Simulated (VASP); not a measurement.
# Bi2S3 (Pnma) in VASP: single point with PBE

Aim: the single point of Bi2S3 with PBE.

Program: VASP 6.6.1. These are calculated values, not measurements. Logs are shortened: lines on timing, memory, paths and dates and some standing lists are left out, and cuts for length are marked.

## Step 1: The cell of the first run

Symmetry: Pnma, No. 62, orthorhombic system. Conventional cell: a = 11.316 Å, b = 3.971 Å, c = 11.178 Å, α = 90.00°, β = 90.00°, γ = 90.00°. Bi (site symmetry m) has 7 S at 2.70 to 3.36 Å within 3.6 Å. Bi (site symmetry m) has 7 S at 2.63 to 3.29 Å within 3.5 Å. Within 3.7 Å of S (site symmetry m) lie 4 Bi at 2.74 to 3.36 Å and 5 S at 3.33 to 3.67 Å. S (site symmetry m) has 5 Bi at 2.63 to 3.04 Å within 3.5 Å. Within 4.1 Å of S (site symmetry m) lie 5 Bi at 2.70 to 3.29 Å and 9 S at 3.33 to 4.02 Å.

## Step 2: Single point, PBE

The input, INCAR:

```
SYSTEM = Bi2S3
PREC = Accurate
ENCUT = 520
EDIFF = 1E-6
ISMEAR = -1
SIGMA = 0.02
LREAL = Auto
LASPH = .True.
NELM = 100
ALGO = Normal
ISIF = 2
LWAVE = .False.
LCHARG = .False.
GGA = PE
NBANDS = 112
KPAR = 4
```

The input, KPOINTS:

```
regular mesh
0
Gamma
  3 7 3
  0 0 0
```

The input, POSCAR:

```
Bi2S3
1.0
   11.3160000000      0.0000000000      0.0000000000
    0.0000000000      3.9709000000      0.0000000000
    0.0000000000      0.0000000000     11.1780000000
Bi S
8 12
Direct
    0.4877797226      0.2500000000      0.3249843131
    0.0122202774      0.7500000000      0.8249843131
    0.9877797226      0.2500000000      0.1750156869
    0.5122202774      0.7500000000      0.6750156869
    0.3376801297      0.7500000000      0.0320493822
    0.1623198703      0.2500000000      0.5320493822
    0.8376801297      0.7500000000      0.4679506178
    0.6623198703      0.2500000000      0.9679506178
    0.2838358827      0.2500000000      0.1928191880
    0.2161641173      0.7500000000      0.6928191880
    0.7838358827      0.2500000000      0.3071808120
    0.7161641173      0.7500000000      0.8071808120
    0.5495997089      0.7500000000      0.1292428545
    0.9504002911      0.2500000000      0.6292428545
    0.0495997089      0.7500000000      0.3707571455
    0.4504002911      0.2500000000      0.8707571455
    0.3775471663      0.7500000000      0.4441189805
    0.1224528337      0.2500000000      0.9441189805
    0.8775471663      0.7500000000      0.0558810195
    0.6224528337      0.2500000000      0.5558810195
```

Potentials or basis: VASP PAW PBE potentials, release 64 (Bi_d, S).

The run is started by

```
$ cat potpaw_PBE.64/Bi_d/POTCAR potpaw_PBE.64/S/POTCAR > POTCAR
$ mpirun -np 4 vasp_std > vasp.out
```

OUTCAR:

```text
SYSTEM = Bi2S3
   PREC = Accurate
   ENCUT = 520
   EDIFF = 1E-6
   ISMEAR = -1
   LREAL = Auto
   LASPH = .True.
   NELM = 100
   ISIF = 2
   GGA = PE

 ion  position               nearest neighbor table
   1  0.488  0.250  0.325-  17 2.70  17 2.70   9 2.74  20 3.00  13 3.04  13 3.04  11 3.36
   2  0.012  0.750  0.825-  18 2.70  18 2.70  10 2.74  19 3.00  14 3.04  14 3.04  12 3.36
   3  0.988  0.250  0.175-  19 2.70  19 2.70  11 2.74  18 3.00  15 3.04  15 3.04   9 3.36
   4  0.512  0.750  0.675-  20 2.70  20 2.70  12 2.74  17 3.00  16 3.04  16 3.04  10 3.36
   5  0.338  0.750  0.032-  13 2.63   9 2.75   9 2.75  16 2.97  16 2.97  18 3.29  18 3.29
   6  0.162  0.250  0.532-  14 2.63  10 2.75  10 2.75  15 2.97  15 2.97  17 3.29  17 3.29
   7  0.838  0.750  0.468-  15 2.63  11 2.75  11 2.75  14 2.97  14 2.97  20 3.29  20 3.29
   8  0.662  0.250  0.968-  16 2.63  12 2.75  12 2.75  13 2.97  13 2.97  19 3.29  19 3.29
   9  0.284  0.250  0.193-   1 2.74   5 2.75   5 2.75   3 3.36
  10  0.216  0.750  0.693-   2 2.74   6 2.75   6 2.75   4 3.36
  11  0.784  0.250  0.307-   3 2.74   7 2.75   7 2.75   1 3.36
  12  0.716  0.750  0.807-   4 2.74   8 2.75   8 2.75   2 3.36
  13  0.550  0.750  0.129-   5 2.63   8 2.97   8 2.97   1 3.04   1 3.04
  14  0.950  0.250  0.629-   6 2.63   7 2.97   7 2.97   2 3.04   2 3.04
  15  0.050  0.750  0.371-   7 2.63   6 2.97   6 2.97   3 3.04   3 3.04
  16  0.450  0.250  0.871-   8 2.63   5 2.97   5 2.97   4 3.04   4 3.04
  17  0.378  0.750  0.444-   1 2.70   1 2.70   4 3.00   6 3.29   6 3.29
  18  0.122  0.250  0.944-   2 2.70   2 2.70   3 3.00   5 3.29   5 3.29
  19  0.878  0.750  0.056-   3 2.70   3 2.70   2 3.00   8 3.29   8 3.29
  20  0.622  0.250  0.556-   4 2.70   4 2.70   1 3.00   7 3.29   7 3.29

  LATTYP: Found a simple orthorhombic cell.
 ALAT       =     3.9709000000
 B/A-ratio  =     2.8149789720
 C/A-ratio  =     2.8497317988

  Lattice vectors:

 A1 = (   0.0000000000,   3.9709000000,   0.0000000000)
 A2 = (   0.0000000000,   0.0000000000,  11.1780000000)
 A3 = (  11.3160000000,   0.0000000000,   0.0000000000)

Analysis of symmetry for initial positions (statically):
=====================================================================
 Subroutine PRICEL returns:
 Original cell was already a primitive cell.

 Routine SETGRP: Setting up the symmetry group for a
 simple orthorhombic supercell.

 Subroutine GETGRP returns: Found  8 space group operations
 (whereof  2 operations were pure point group operations)
 out of a pool of  8 trial point group operations.

The static configuration has the point symmetry S_2 .
 The point group associated with its full space group is D_2h.

Analysis of symmetry for dynamics (positions and initial velocities):
=====================================================================
 Subroutine PRICEL returns:
 Original cell was already a primitive cell.

 Routine SETGRP: Setting up the symmetry group for a
 simple orthorhombic supercell.

 Subroutine GETGRP returns: Found  8 space group operations
 (whereof  2 operations were pure point group operations)
 out of a pool of  8 trial point group operations.

The dynamic configuration has the point symmetry S_2 .
 The point group associated with its full space group is D_2h.

 Subroutine INISYM returns: Found  8 space group operations
 (whereof  2 operations are pure point group operations),
 and found     1 'primitive' translations

----------------------------------------------------------------------------------------

                                     Primitive cell

  volume of cell :     502.2801

  direct lattice vectors                    reciprocal lattice vectors
    11.316000000  0.000000000  0.000000000     0.088370449  0.000000000  0.000000000
     0.000000000  3.970900000  0.000000000     0.000000000  0.251832078  0.000000000
     0.000000000  0.000000000 11.178000000     0.000000000  0.000000000  0.089461442

  length of vectors
    11.316000000  3.970900000 11.178000000     0.088370449  0.251832078  0.089461442

  position of ions in fractional coordinates (direct lattice)
     0.487779723  0.250000000  0.324984313
     0.012220277  0.750000000  0.824984313
     0.987779723  0.250000000  0.175015687
     0.512220277  0.750000000  0.675015687
     0.337680130  0.750000000  0.032049382
     0.162319870  0.250000000  0.532049382
[... 12 lines left out ...]
     0.877547166  0.750000000  0.055881019
     0.622452834  0.250000000  0.555881019

  ion indices of the primitive-cell ions
   primitive index   ion index
                 1           1
                 2           2
                 3           3
                 4           4
                 5           5
                 6           6
[... 12 lines left out ...]
                19          19
                20          20

----------------------------------------------------------------------------------------

 KPOINTS: regular mesh

Automatic generation of k-mesh.
 Grid dimensions read from file:
 generate k-points for:    3    7    3

 Generating k-lattice:

  Cartesian coordinates                     Fractional coordinates (reciprocal lattice)
     0.029456816  0.000000000  0.000000000     0.333333333  0.000000000  0.000000000
     0.000000000  0.035976011  0.000000000     0.000000000  0.142857143  0.000000000
     0.000000000  0.000000000  0.029820481     0.000000000  0.000000000  0.333333333

  Length of vectors
     0.029456816  0.035976011  0.029820481

  Shift w.r.t. Gamma in fractional coordinates (k-lattice)
     0.000000000  0.000000000  0.000000000

 Subroutine IBZKPT returns following result:
 ===========================================

 Found     16 irreducible k-points:

 Following reciprocal coordinates:
            Coordinates               Weight
  0.000000  0.000000  0.000000      1.000000
  0.333333  0.000000  0.000000      2.000000
  0.000000  0.142857  0.000000      2.000000
  0.333333  0.142857  0.000000      4.000000
  0.000000  0.285714  0.000000      2.000000
  0.333333  0.285714  0.000000      4.000000
[... 8 lines left out ...]
  0.000000  0.428571  0.333333      4.000000
  0.333333  0.428571  0.333333      8.000000
   k-points           NKPTS =     16   k-points in BZ     NKDIM =     16   number of bands    NBANDS=    112
   number of dos      NEDOS =    301   number of ions     NIONS =     20
   total plane-waves  NPLWV = 211680
   dimension x,y,z NGX =    84 NGY =   30 NGZ =   84
   dimension x,y,z NGXF=   168 NGYF=   60 NGZF=  168
   ions per type =               8  12
   NGX,Y,Z   is equivalent  to a cutoff of  12.34, 12.56, 12.49 a.u.
   NGXF,Y,Z  is equivalent  to a cutoff of  24.68, 25.12, 24.99 a.u.
 SYSTEM =  Bi2S3
   PREC   = accura    normal or accurate (medium, high low for compatibility)
   ISTART =      0    job   : 0-new  1-cont  2-samecut
   ICHARG =      2    charge: 1-file 2-atom 10-const
   ISPIN  =      1    spin polarized calculation?
   LNONCOLLINEAR =      F non collinear calculations
   LSORBIT =      F    spin-orbit coupling
   LASPH  =      T    aspherical Exc in radial PAW
   ENCUT  =  520.0 eV  38.22 Ry    6.18 a.u.  21.04  7.38 20.78*2*pi/ulx,y,z
   NELM   =    100;   NELMIN=  2; NELMDL= -5     # of ELM steps
   EDIFF  = 0.1E-05   stopping-criterion for ELM
   LREAL  =      T    real-space projection
   EDIFFG = 0.1E-04   stopping-criterion for IOM
   NSW    =      0    number of steps for IOM
   IBRION =     -1    ionic relax: 0-MD 1-quasi-New 2-CG
   NFREE  =      0    steps in history (QN), initial steepest desc. (CG)
   ISIF   =      2    stress and relaxation
   ISYM   =      2    0-nonsym 1-usesym 2-fastsym
   POTIM  = 0.5000    time-step for ionic-motion
   TEBEG  =    0.0;   TEEND  =   0.0 temperature during run
   PSTRESS=    0.0 pullay stress
   NELECT =     192.0000    total number of electrons
   NUPDOWN=      -1.0000    fix difference up-down
   EMIN   =  10.00;   EMAX   =-10.00  energy-range for DOS
   EFERMI =   0.00;   METHOD = LEGACY
   ISMEAR =    -1;   SIGMA  =   0.02  broadening in eV -4-tet -1-fermi 0-gaus
   EFERMI_NEDOS =   21; number of points for ismear=-14 and -15
   IALGO  =     38    algorithm
   IMIX   =      4    mixing-type and parameters
     AMIX     =   0.40;   BMIX     =  1.00
     AMIX_MAG =   1.60;   BMIX_MAG =  1.00
  volume/ion in A,a.u.               =      25.11       169.48
  Fermi-wavevector in a.u.,A,eV,Ry     =   1.188119  2.245219 19.206345  1.411627
  Thomas-Fermi vector in A             =   2.324255
   LORBIT       =      0    0 simple, 1 ext, 2 COOP (PROOUT), +10 PAW based schemes
   GGA     = PE    functional components
   LHFCALC =     F    Hartree Fock is set to
   AEXX    =    0.0000 exact exchange contribution
   IVDW    =     0    specifies the selected vdW correction
   LEPSILON=     F    determine dielectric tensor
   LRPA    =     F    only Hartree local field effects (RPA)
 non-spin polarized calculation
  energy-cutoff  :      520.00
  volume of cell :      502.28
 maximum number of plane-waves:     13576
   NGX = 43   NGY = 15   NGZ = 41

 number of electron     192.0000004 magnetization

 Free energy of the ion-electron system (eV)
  ---------------------------------------------------
  ext. energy  EPLUGINS =         0.00000000
  ---------------------------------------------------
  free energy    TOTEN  =       -87.51089440 eV

  energy without entropy =      -87.51089440  energy(sigma->0) =      -87.51089440

 E-fermi :   5.7463     XC(G=0):  -9.7130

 val. band max:        5.2489098308   @ k =   0.3333   0.0000   0.0000
 cond. band min:       6.5873305550   @ k =   0.0000   0.0000   0.0000
 fundamental gap:      1.3384207242
 Fermi energy:         5.7462726653

 k-point     1 :       0.0000    0.0000    0.0000
  band No.  band energies     occupation
      1     -17.3333      2.00000
      2     -17.3324      2.00000
      3     -17.3290      2.00000
      4     -17.3290      2.00000
      5     -17.3139      2.00000
      6     -17.3113      2.00000
[... 100 lines left out ...]
    107       8.2880      0.00000
    108       8.5835      0.00000
[... 1663 lines left out ...]
    107       8.8561      0.00000
    108       8.9801      0.00000
 [bands above 108 left out]

------------------------ aborting loop because EDIFF is reached ----------------------------------------

  FORCE on cell =-STRESS in cart. coord.  units (eV):
  Direction    XX          YY          ZZ          XY          YZ          ZX
  --------------------------------------------------------------------------------------
  -------------------------------------------------------------------------------------
  Total        4.4398765      5.4780812      2.9101484      0.0000000     -0.0000000      0.0000000
  in kB       14.1623550     17.4740289      9.2828156      0.0000000     -0.0000000      0.0000000
  external PRESSURE =      13.6397332 kB  Pullay stress =       0.0000000 kB

 VOLUME and BASIS-vectors are now :
 -----------------------------------------------------------------------------
  energy-cutoff  :      520.00
  volume of cell :      502.28
      direct lattice vectors                 reciprocal lattice vectors
    11.316000000  0.000000000  0.000000000     0.088370449  0.000000000  0.000000000
     0.000000000  3.970900000  0.000000000     0.000000000  0.251832078  0.000000000
     0.000000000  0.000000000 11.178000000     0.000000000  0.000000000  0.089461442

 POSITION                                       TOTAL-FORCE (eV/Angst)
 -----------------------------------------------------------------------------------
      5.51972      0.99272      3.63267        -0.016058      0.000000     -0.006384
      0.13828      2.97817      9.22167         0.016058     -0.000000     -0.006384
     11.17772      0.99272      1.95633        -0.016058      0.000000      0.006384
      5.79628      2.97817      7.54533         0.016058      0.000000      0.006384
      3.82119      2.97817      0.35825         0.008904     -0.000000      0.004069
      1.83681      0.99272      5.94725        -0.008904      0.000000      0.004069
[... 12 lines left out ...]
      9.93032      2.97817      0.62464        -0.004701      0.000000      0.002590
      7.04368      0.99272      6.21364         0.004701      0.000000      0.002590
 -----------------------------------------------------------------------------------
    total drift:                               -0.000000      0.000000      0.000000

  FREE ENERGIE OF THE ION-ELECTRON SYSTEM (eV)
  ---------------------------------------------------
  free  energy   TOTEN  =       -87.5108943958 eV

  energy  without entropy=      -87.5108943958  energy(sigma->0) =      -87.51089440
```

Wall time 3.6 min (4 MPI ranks of Intel Xeon 6975P-C (Granite Rapids), shared host); peak memory 0.8 GiB.

Results:

```
Free energy            : -87.5109 eV
Pressure               : 1.4 GPa
Largest force          : 0.022 eV/Å
Band gap on the k mesh : 1.34 eV (least direct gap 1.49 eV)
```

Forces on the atoms (eV/Å):
```
Bi  -0.016  0.000 -0.006
Bi   0.016  0.000 -0.006
Bi  -0.016  0.000  0.006
Bi   0.016  0.000  0.006
Bi   0.009  0.000  0.004
Bi  -0.009  0.000  0.004
Bi   0.009  0.000 -0.004
Bi  -0.009  0.000 -0.004
S   -0.001  0.000  0.022
S    0.001  0.000  0.022
S   -0.001  0.000 -0.022
S    0.001  0.000 -0.022
S   -0.001  0.000  0.012
S    0.001  0.000  0.012
S   -0.001  0.000 -0.012
S    0.001  0.000 -0.012
S   -0.005  0.000 -0.003
S    0.005  0.000 -0.003
S   -0.005  0.000  0.003
S    0.005  0.000  0.003
```

Stress tensor (GPa, compression positive):
```
1.42 0.00 0.00
0.00 1.75 0.00
0.00 0.00 0.93
```

Levels at points of the mesh, in eV from the valence-band top:
| k point | band 92 | band 93 | band 94 | band 95 | band 96 | band 97 | band 98 | band 99 | band 100 | band 101 |
| --- | --- | --- | --- | --- | --- | --- | --- | --- | --- | --- |
| (0.00, 0.00, 0.00) | -0.45 | -0.24 | -0.21 | -0.17 | -0.16 | 1.34 | 1.74 | 1.87 | 2.20 | 2.48 |

Caveat: spin-orbit coupling is left out, which moves the levels of the heavy elements.
